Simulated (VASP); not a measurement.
# W in VASP: a series of runs

The runs below take W through single point, with PBE.

Program: VASP 6.6.1. These are calculated values, not measurements. Logs are shortened: lines on timing, memory, paths and dates and some standing lists are left out, and cuts for length are marked.

### Step 1. The cell of the first run

The cell holds a slab with vacuum, 3 atoms: a = 3.183 Å, b = 3.183 Å, c = 19.183 Å, α = 90.00°, β = 90.00°, γ = 90.00°.

### Step 2. Single point, PBE

The input, INCAR:

```
SYSTEM = W
ALGO     = Normal         ! electronic algorithm
DIPOL    = 0.5 0.5 0.500
EDIFF    = 1E-6           ! SCF threshold, eV
ENCUT    = 520            ! plane-wave cutoff, eV
GGA      = PE             ! functional
IDIPOL   = 3            
ISIF     = 2              ! what is computed and relaxed
ISMEAR   = -1             ! smearing method
LASPH    = .TRUE.         ! aspherical terms in the spheres
LCHARG   = .FALSE.        ! write CHGCAR
LDIPOL   = .TRUE.       
LREAL    = .FALSE.        ! projectors in reciprocal space
LWAVE    = .FALSE.        ! write WAVECAR
NBANDS   = 28             ! bands
NELM     = 60             ! most SCF steps
PREC     = Accurate       ! precision mode
SIGMA    = 0.08           ! smearing width, eV
```

The input, KPOINTS:

```
k-points
0
G
  11 11 1
  0 0 0
```

The input, POSCAR:

```
W
1.0
    3.1834185700      0.0000000000      0.0000000000
    0.0000000000      3.1834185700      0.0000000000
    0.0000000000      0.0000000000     19.1834000000
W
3
Direct
    0.0000000000      0.0000000000      0.4170267374
    0.5000000000      0.5000000000      0.5000000000
    0.0000000000      0.0000000000      0.5829732626
```

Potentials or basis: VASP PAW PBE potentials, release 64 (W_sv).

Started as:

```console
$ cat potpaw_PBE.64/W_sv/POTCAR > POTCAR
$ mpirun -np 1 vasp_std > vasp.out
```

OUTCAR:

```text
SYSTEM = W
   EDIFF = 1E-6
   ENCUT = 520
   GGA = PE
   ISIF = 2
   ISMEAR = -1
   LASPH = .TRUE.
   LREAL = .FALSE.
   NELM = 60
   PREC = Accurate

 ion  position               nearest neighbor table
   1  0.000  0.000  0.417-   2 2.76   2 2.76   2 2.76   2 2.76   3 3.18
   2  0.500  0.500  0.500-   1 2.76   3 2.76   1 2.76   3 2.76   1 2.76   3 2.76   1 2.76   3 2.76

   3  0.000  0.000  0.583-   2 2.76   2 2.76   2 2.76   2 2.76   1 3.18

  LATTYP: Found a simple tetragonal cell.
 ALAT       =     3.1834185700
 C/A-ratio  =     6.0260376002

  Lattice vectors:

 A1 = (   3.1834185700,   0.0000000000,   0.0000000000)
 A2 = (   0.0000000000,   3.1834185700,   0.0000000000)
 A3 = (   0.0000000000,   0.0000000000,  19.1834000000)

Analysis of symmetry for initial positions (statically):
=====================================================================
 Subroutine PRICEL returns:
 Original cell was already a primitive cell.

 Routine SETGRP: Setting up the symmetry group for a
 simple tetragonal supercell.

 Subroutine GETGRP returns: Found 16 space group operations
 (whereof 16 operations were pure point group operations)
 out of a pool of 16 trial point group operations.

The static configuration has the point symmetry D_4h.

Analysis of symmetry for dynamics (positions and initial velocities):
=====================================================================
 Subroutine PRICEL returns:
 Original cell was already a primitive cell.

 Routine SETGRP: Setting up the symmetry group for a
 simple tetragonal supercell.

 Subroutine GETGRP returns: Found 16 space group operations
 (whereof 16 operations were pure point group operations)
 out of a pool of 16 trial point group operations.

The dynamic configuration has the point symmetry D_4h.

 Subroutine INISYM returns: Found 16 space group operations
 (whereof 16 operations are pure point group operations),
 and found     1 'primitive' translations

----------------------------------------------------------------------------------------

                                     Primitive cell

  volume of cell :     194.4075

  direct lattice vectors                    reciprocal lattice vectors
     3.183418570  0.000000000  0.000000000     0.314127715  0.000000000  0.000000000
     0.000000000  3.183418570  0.000000000     0.000000000  0.314127715  0.000000000
     0.000000000  0.000000000 19.183400000     0.000000000  0.000000000  0.052128403

  length of vectors
     3.183418570  3.183418570 19.183400000     0.314127715  0.314127715  0.052128403

  position of ions in fractional coordinates (direct lattice)
     0.000000000  0.000000000  0.417026737
     0.500000000  0.500000000  0.500000000
     0.000000000  0.000000000  0.582973263

  ion indices of the primitive-cell ions
   primitive index   ion index
                 1           1
                 2           2
                 3           3

----------------------------------------------------------------------------------------

 KPOINTS: k-points

Automatic generation of k-mesh.
 Grid dimensions read from file:
 generate k-points for:   11   11    1

 Generating k-lattice:

  Cartesian coordinates                     Fractional coordinates (reciprocal lattice)
     0.028557065  0.000000000  0.000000000     0.090909091  0.000000000  0.000000000
     0.000000000  0.028557065  0.000000000     0.000000000  0.090909091  0.000000000
     0.000000000  0.000000000  0.052128403     0.000000000  0.000000000  1.000000000

  Length of vectors
     0.028557065  0.028557065  0.052128403

  Shift w.r.t. Gamma in fractional coordinates (k-lattice)
     0.000000000  0.000000000  0.000000000

 Subroutine IBZKPT returns following result:
 ===========================================

 Found     21 irreducible k-points:

 Following reciprocal coordinates:
            Coordinates               Weight
  0.000000  0.000000  0.000000      1.000000
  0.090909  0.000000  0.000000      4.000000
  0.181818  0.000000  0.000000      4.000000
  0.272727  0.000000  0.000000      4.000000
  0.363636  0.000000  0.000000      4.000000
  0.454545  0.000000  0.000000      4.000000
[... 13 lines left out ...]
  0.454545  0.363636  0.000000      8.000000
  0.454545  0.454545  0.000000      4.000000
   k-points           NKPTS =     21   k-points in BZ     NKDIM =     21   number of bands    NBANDS=     28
   number of dos      NEDOS =    301   number of ions     NIONS =      3
   total plane-waves  NPLWV =  82944
   dimension x,y,z NGX =    24 NGY =   24 NGZ =  144
   dimension x,y,z NGXF=    48 NGYF=   48 NGZF=  288
   ions per type =               3
   NGX,Y,Z   is equivalent  to a cutoff of  12.53, 12.53, 12.48 a.u.
   NGXF,Y,Z  is equivalent  to a cutoff of  25.07, 25.07, 24.96 a.u.
 SYSTEM =  W
   PREC   = accura    normal or accurate (medium, high low for compatibility)
   ISTART =      0    job   : 0-new  1-cont  2-samecut
   ICHARG =      2    charge: 1-file 2-atom 10-const
   ISPIN  =      1    spin polarized calculation?
   LNONCOLLINEAR =      F non collinear calculations
   LSORBIT =      F    spin-orbit coupling
   LASPH  =      T    aspherical Exc in radial PAW
   ENCUT  =  520.0 eV  38.22 Ry    6.18 a.u.   5.92  5.92 35.67*2*pi/ulx,y,z
   NELM   =     60;   NELMIN=  2; NELMDL= -5     # of ELM steps
   EDIFF  = 0.1E-05   stopping-criterion for ELM
   LREAL  =      F    real-space projection
   EDIFFG = 0.1E-04   stopping-criterion for IOM
   NSW    =      0    number of steps for IOM
   IBRION =     -1    ionic relax: 0-MD 1-quasi-New 2-CG
   NFREE  =      0    steps in history (QN), initial steepest desc. (CG)
   ISIF   =      2    stress and relaxation
   ISYM   =      2    0-nonsym 1-usesym 2-fastsym
   POTIM  = 0.5000    time-step for ionic-motion
   TEBEG  =    0.0;   TEEND  =   0.0 temperature during run
   PSTRESS=    0.0 pullay stress
   NELECT =      42.0000    total number of electrons
   NUPDOWN=      -1.0000    fix difference up-down
   EMIN   =  10.00;   EMAX   =-10.00  energy-range for DOS
   EFERMI =   0.00;   METHOD = LEGACY
   ISMEAR =    -1;   SIGMA  =   0.08  broadening in eV -4-tet -1-fermi 0-gaus
   EFERMI_NEDOS =   21; number of points for ismear=-14 and -15
   IALGO  =     38    algorithm
   IMIX   =      4    mixing-type and parameters
     AMIX     =   0.40;   BMIX     =  1.00
     AMIX_MAG =   1.60;   BMIX_MAG =  1.00
  volume/ion in A,a.u.               =      64.80       437.31
  Fermi-wavevector in a.u.,A,eV,Ry     =   0.982321  1.856318 13.129012  0.964955
  Thomas-Fermi vector in A             =   2.113395
   LORBIT       =      0    0 simple, 1 ext, 2 COOP (PROOUT), +10 PAW based schemes
   GGA     = PE    functional components
   LHFCALC =     F    Hartree Fock is set to
   AEXX    =    0.0000 exact exchange contribution
   IVDW    =     0    specifies the selected vdW correction
   LEPSILON=     F    determine dielectric tensor
   LRPA    =     F    only Hartree local field effects (RPA)
 non-spin polarized calculation
  energy-cutoff  :      520.00
  volume of cell :      194.41
 maximum number of plane-waves:      5292
 NGX is ok and might be reduce to    24
   NGX = 11   NGY = 11   NGZ = 71

 number of electron      41.9999990 magnetization

 dipolmoment           0.000000      0.000000      0.000000 electrons x Angstroem

 Free energy of the ion-electron system (eV)
  ---------------------------------------------------
  ext. energy  EPLUGINS =         0.00000000
  ---------------------------------------------------
  free energy    TOTEN  =       -33.46529411 eV

  energy without entropy =      -33.37672811  energy(sigma->0) =      -33.42101111

 E-fermi :  -0.3484     XC(G=0):  -4.6826

 val. band max:       -0.3811351292   @ k =   0.1818   0.0909   0.0000
 cond. band min:      -0.3468620140   @ k =   0.2727   0.1818   0.0000
 fundamental gap:      0.0342731153
 Fermi energy:        -0.3483968147

 k-point     1 :       0.0000    0.0000    0.0000
  band No.  band energies     occupation
      1     -74.5139      2.00000
      2     -74.4776      2.00000
      3     -74.3072      2.00000
      4     -38.9145      2.00000
      5     -38.8207      2.00000
      6     -38.7863      2.00000
[... 20 lines left out ...]
     27       2.7059      0.00000
     28       2.7075      0.00000

 k-point     2 :       0.0909    0.0000    0.0000
  band No.  band energies     occupation
      1     -74.5111      2.00000
      2     -74.4770      2.00000
      3     -74.3088      2.00000
      4     -38.9132      2.00000
      5     -38.8940      2.00000
      6     -38.7733      2.00000
[... 20 lines left out ...]
     27       2.2269      0.00000
     28       2.7417      0.00000

 k-point     3 :       0.1818    0.0000    0.0000
  band No.  band energies     occupation
      1     -74.5034      2.00000
      2     -74.4753      2.00000
      3     -74.3133      2.00000
      4     -38.9847      2.00000
      5     -38.9149      2.00000
      6     -38.7357      2.00000
[... 20 lines left out ...]
     27       1.4905      0.00000
     28       2.6143      0.00000

 k-point     4 :       0.2727    0.0000    0.0000
  band No.  band energies     occupation
      1     -74.4926      2.00000
      2     -74.4731      2.00000
      3     -74.3198      2.00000
      4     -39.0664      2.00000
      5     -38.9342      2.00000
      6     -38.6769      2.00000
[... 485 lines left out ...]
     27       2.6810      0.00000
     28       3.2625      0.00000

 k-point    20 :       0.4545    0.3636    0.0000
  band No.  band energies     occupation
      1     -74.4677      2.00000
      2     -74.4636      2.00000
      3     -74.3252      2.00000
      4     -39.0883      2.00000
      5     -39.0404      2.00000
      6     -38.7733      2.00000
[... 20 lines left out ...]
     27       3.0675      0.00000
     28       3.1362      0.00000

 k-point    21 :       0.4545    0.4545    0.0000
  band No.  band energies     occupation
      1     -74.4664      2.00000
      2     -74.4624      2.00000
      3     -74.3241      2.00000
      4     -39.0855      2.00000
      5     -39.0854      2.00000
      6     -38.7800      2.00000
[... 20 lines left out ...]
     27       2.8920      0.00000
     28       3.1014      0.00000

------------------------ aborting loop because EDIFF is reached ----------------------------------------

 vacuum level on the upper side and lower side of the slab       (xc-potential included)        -0.125        -0.125

  FORCE on cell =-STRESS in cart. coord.  units (eV):
  Direction    XX          YY          ZZ          XY          YZ          ZX
  --------------------------------------------------------------------------------------
  -------------------------------------------------------------------------------------
  Total       -9.1671704     -9.1671704     -4.7542575      0.0000000      0.0000000      0.0000000
  in kB      -75.5497121    -75.5497121    -39.1814236      0.0000000      0.0000000      0.0000000
  external PRESSURE =     -63.4269492 kB  Pullay stress =       0.0000000 kB

 VOLUME and BASIS-vectors are now :
 -----------------------------------------------------------------------------
  energy-cutoff  :      520.00
  volume of cell :      194.41
      direct lattice vectors                 reciprocal lattice vectors
     3.183418570  0.000000000  0.000000000     0.314127715  0.000000000  0.000000000
     0.000000000  3.183418570  0.000000000     0.000000000  0.314127715  0.000000000
     0.000000000  0.000000000 19.183400000     0.000000000  0.000000000  0.052128403

 POSITION                                       TOTAL-FORCE (eV/Angst)
 -----------------------------------------------------------------------------------
      0.00000      0.00000      7.99999        -0.000000      0.000000      1.483467
      1.59171      1.59171      9.59170         0.000000      0.000000      0.000000
      0.00000      0.00000     11.18341         0.000000      0.000000     -1.483467
 -----------------------------------------------------------------------------------
    total drift:                                0.000000      0.000000     -0.000000

  FREE ENERGIE OF THE ION-ELECTRON SYSTEM (eV)
  ---------------------------------------------------
  free  energy   TOTEN  =       -33.4652941118 eV

  energy  without entropy=      -33.3767281053  energy(sigma->0) =      -33.42101111

 vacuum level on the upper side and lower side of the slab         3.908         3.908
```

Wall time 3.4 min (1 thread of AMD EPYC 7R43 (Zen 3), shared host); peak memory 0.24 GiB.

What came out:

```
Free energy            : -33.4653 eV
Largest force          : 1.483 eV/Å
Band gap on the k mesh : zero (band 21 reaches 0.71 eV, above the bottom of band 22 at -0.55 eV)
```

Forces in eV/Å, atoms in the order of the input:
```
W    0.000  0.000  1.483
W    0.000  0.000  0.000
W    0.000  0.000 -1.483
```

Caveat: spin-orbit coupling is left out, which moves the levels of the heavy elements.

### Step 3. Single point, PBE

The input, INCAR:

```
ALGO = Normal ; DIPOL = 0.5 0.5 0.500
EDIFF = 1E-6 ; ENCUT = 520
GGA = PE ; IDIPOL = 3
ISIF = 2 ; ISMEAR = -1
LASPH = True ; LCHARG = True
LDIPOL = True ; LELF = True
LREAL = False ; LVACPOTAV = True
LVHAR = True ; LWAVE = False
NBANDS = 28 ; NELM = 80
PREC = Accurate ; SIGMA = 0.08
```

The input, KPOINTS:

```
k-points
0
Gamma
  11 11 1
```

The input, POSCAR:

```
W
1.0
    3.1834185700      0.0000000000      0.0000000000
    0.0000000000      3.1834185700      0.0000000000
    0.0000000000      0.0000000000     19.1834000000
W
3
Direct
    0.0000000000      0.0000000000      0.4232615824
    0.5000000000      0.5000000000      0.5000000029
    0.0000000000      0.0000000000      0.5767384147
```

Potentials or basis: VASP PAW PBE potentials, release 64 (W_sv).

Started as:

```console
$ cat potpaw_PBE.64/W_sv/POTCAR > POTCAR
$ mpirun -np 1 vasp_std > vasp.out
```

It took 4 min on 1 thread of AMD EPYC 7R43 (Zen 3), shared host; peak memory 0.25 GiB.

Results (log left out):

```
Free energy            : -33.6367 eV
Largest force          : 0.040 eV/Å
Band gap on the k mesh : zero (band 21 reaches 0.65 eV, above the bottom of band 22 at -0.57 eV)
```

Forces in eV/Å, atoms in the order of the input:
```
W    0.000  0.000 -0.040
W    0.000  0.000  0.000
W    0.000  0.000  0.040
```

Levels at points of the mesh, in eV from the Fermi level:
```csv
k point,band 17,band 18,band 19,band 20,band 21,band 22,band 23,band 24,band 25,band 26
"(0.00, 0.00, 0.00)",-2.27,-0.88,-0.79,-0.79,-0.42,-0.14,-0.03,-0.03,1.26,1.77
```

Caveat: spin-orbit coupling is left out, which moves the levels of the heavy elements.

[end of part 1 of 2]
